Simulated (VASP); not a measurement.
# BiTe (P-6m2) in VASP: notebook, part 2 of 2

VASP 6.6.1.

### Step 6. Single point, PBE

This run uses another cell than the first one, of 33.11 Å³/atom, 1.058 times its volume.

INCAR

```
PREC = Accurate ; ENCUT = 500
EDIFF = 1E-6 ; ISMEAR = 0
SIGMA = 0.05 ; LREAL = False
LASPH = True ; NELM = 120
ALGO = Normal ; ISIF = 2
LWAVE = False ; LCHARG = False
GGA = PE ; NBANDS = 18
GGA_COMPAT = False
```

KPOINTS

```
regular mesh
0
Gamma
  10 10 8
```

POSCAR

```
BiTe
1.0
    4.1497576262      0.0000000000      0.0000000000
   -2.0748788131      3.5937955239      0.0000000000
    0.0000000000      0.0000000000      4.4405072890
Bi Te
1 1
Direct
    0.0000000000      0.0000000000      0.0000000000
    0.6666666667      0.3333333333      0.5000000000
```

Potentials or basis: VASP PAW PBE potentials, release 64 (Bi_d, Te).

The run is started by

```sh
$ cat potpaw_PBE.64/Bi_d/POTCAR potpaw_PBE.64/Te/POTCAR > POTCAR
$ mpirun -np 1 vasp_std > vasp.out
```

OUTCAR:

```text
PREC = Accurate
   ENCUT = 500
   EDIFF = 1E-6
   ISMEAR = 0
   LREAL = False
   LASPH = True
   NELM = 120
   ISIF = 2
   GGA = PE

 ion  position               nearest neighbor table
   1  0.000  0.000  0.000-   2 3.27   2 3.27   2 3.27   2 3.27   2 3.27   2 3.27
   2  0.667  0.333  0.500-   1 3.27   1 3.27   1 3.27   1 3.27   1 3.27   1 3.27

  LATTYP: Found a hexagonal cell.
 ALAT       =     4.1497576262
 C/A-ratio  =     1.0700642517

  Lattice vectors:

 A1 = (   4.1497576262,   0.0000000000,   0.0000000000)
 A2 = (  -2.0748788131,   3.5937955239,   0.0000000000)
 A3 = (   0.0000000000,   0.0000000000,   4.4405072890)

Analysis of symmetry for initial positions (statically):
=====================================================================
 Subroutine PRICEL returns:
 Original cell was already a primitive cell.

 Routine SETGRP: Setting up the symmetry group for a
 hexagonal supercell.

 Subroutine GETGRP returns: Found 12 space group operations
 (whereof 12 operations were pure point group operations)
 out of a pool of 24 trial point group operations.

The static configuration has the point symmetry D_3h.

Analysis of symmetry for dynamics (positions and initial velocities):
=====================================================================
 Subroutine PRICEL returns:
 Original cell was already a primitive cell.

 Routine SETGRP: Setting up the symmetry group for a
 hexagonal supercell.

 Subroutine GETGRP returns: Found 12 space group operations
 (whereof 12 operations were pure point group operations)
 out of a pool of 24 trial point group operations.

The dynamic configuration has the point symmetry D_3h.

 Subroutine INISYM returns: Found 12 space group operations
 (whereof 12 operations are pure point group operations),
 and found     1 'primitive' translations

[... 101 lines left out ...]
   ISYM   =      2    0-nonsym 1-usesym 2-fastsym
   POTIM  = 0.5000    time-step for ionic-motion
   TEBEG  =    0.0;   TEEND  =   0.0 temperature during run
   PSTRESS=    0.0 pullay stress
   NELECT =      21.0000    total number of electrons
   NUPDOWN=      -1.0000    fix difference up-down
   EMIN   =  10.00;   EMAX   =-10.00  energy-range for DOS
   EFERMI =   0.00;   METHOD = LEGACY
   ISMEAR =     0;   SIGMA  =   0.05  broadening in eV -4-tet -1-fermi 0-gaus
   EFERMI_NEDOS =   21; number of points for ismear=-14 and -15
   IALGO  =     38    algorithm
   IMIX   =      4    mixing-type and parameters
     AMIX     =   0.40;   BMIX     =  1.00
     AMIX_MAG =   1.60;   BMIX_MAG =  1.00
  volume/ion in A,a.u.               =      33.11       223.45
  Fermi-wavevector in a.u.,A,eV,Ry     =   1.116379  2.109651 16.956973  1.246302
  Thomas-Fermi vector in A             =   2.252992
   LORBIT       =      0    0 simple, 1 ext, 2 COOP (PROOUT), +10 PAW based schemes
   GGA     = PE    functional components
   LHFCALC =     F    Hartree Fock is set to
   AEXX    =    0.0000 exact exchange contribution
   IVDW    =     0    specifies the selected vdW correction
   LEPSILON=     F    determine dielectric tensor
   LRPA    =     F    only Hartree local field effects (RPA)
 non-spin polarized calculation
 Gauss-broadening in eV      SIGMA  =   0.05
  energy-cutoff  :      500.00
  volume of cell :       66.22
 maximum number of plane-waves:      1710
   NGX = 15   NGY = 15   NGZ = 17

 number of electron      21.0000001 magnetization

 Free energy of the ion-electron system (eV)
  ---------------------------------------------------
  ext. energy  EPLUGINS =         0.00000000
  ---------------------------------------------------
  free energy    TOTEN  =        -7.02044239 eV

  energy without entropy =       -7.01939182  energy(sigma->0) =       -7.01991710

 E-fermi :   6.8210     XC(G=0):  -9.5826

 val. band max:        6.7769900121   @ k =   0.3000   0.2000   0.0000
 cond. band min:       6.8485760042   @ k =   0.4000   0.2000   0.0000
 fundamental gap:      0.0715859921
 Fermi energy:         6.8209581638

 k-point     1 :       0.0000    0.0000    0.0000
  band No.  band energies     occupation
      1     -16.4789      2.00000
      2     -16.4512      2.00000
      3     -16.4512      2.00000
      4     -16.4425      2.00000
      5     -16.4425      2.00000
      6      -6.6792      2.00000
[... 481 lines left out ...]
      5     -16.4197      2.00000
      6      -4.9865      2.00000
[... 10 lines left out ...]
     17      15.6765      0.00000
     18      17.3434      0.00000

 [... further k-points ...]
[... 5 lines left out ...]
  --------------------------------------------------------------------------------------
  -------------------------------------------------------------------------------------
  Total       -0.0239191     -0.0239191     -0.0123805      0.0000000      0.0000000      0.0000000
  in kB       -0.5786921     -0.5786921     -0.2995310      0.0000000      0.0000000      0.0000000
  external PRESSURE =      -0.4856384 kB  Pullay stress =       0.0000000 kB

 VOLUME and BASIS-vectors are now :
 -----------------------------------------------------------------------------
  energy-cutoff  :      500.00
  volume of cell :       66.22
      direct lattice vectors                 reciprocal lattice vectors
     4.149757626  0.000000000  0.000000000     0.240977929  0.139128672  0.000000000
    -2.074878813  3.593795524  0.000000000     0.000000000  0.278257345  0.000000000
     0.000000000  0.000000000  4.440507289     0.000000000  0.000000000  0.225199495

 POSITION                                       TOTAL-FORCE (eV/Angst)
 -----------------------------------------------------------------------------------
      0.00000      0.00000      0.00000         0.000000      0.000000      0.000000
      2.07488      1.19793      2.22025        -0.000000      0.000000      0.000000
 -----------------------------------------------------------------------------------
    total drift:                               -0.000000      0.000000      0.000000

  FREE ENERGIE OF THE ION-ELECTRON SYSTEM (eV)
  ---------------------------------------------------
  free  energy   TOTEN  =        -7.0204423877 eV

  energy  without entropy=       -7.0193918179  energy(sigma->0) =       -7.01991710
```

Run time: 57 s. Hardware: 1 thread of Intel Xeon Platinum 8488C (Sapphire Rapids), shared host; peak memory 0.23 GiB.

What came out:

* Free energy: -7.0204 eV
* Pressure: 0.0 GPa

Caveat: spin-orbit coupling is left out, which moves the levels of the heavy elements.

### Step 7. The runs side by side

```csv
cell,gap on the mesh (eV),pressure (GPa)
"a = 4.039, b = 4.039, c = 4.429 Å, angles 90.0, 90.0, 120.0°, 2 atoms",none,2.6
"a = 4.070, b = 4.070, c = 4.431 Å, angles 90.0, 90.0, 120.0°, 2 atoms",none,1.8
"a = 4.109, b = 4.109, c = 4.438 Å, angles 90.0, 90.0, 120.0°, 2 atoms",none,0.8
"a = 4.150, b = 4.150, c = 4.441 Å, angles 90.0, 90.0, 120.0°, 2 atoms",none,0.0
```

Alike in all rows: task single point; level PBE; potentials or basis VASP PAW PBE potentials, release 64 (Bi_d, Te); no spin polarisation; k mesh 10 × 10 × 8; cutoff (eV) 500; smearing gaussian 0.05 eV.

Caveats: spin-orbit coupling is left out, which moves the levels of the heavy elements.

Total energies depend on the potentials used, so only differences within one code and one set of settings carry meaning.
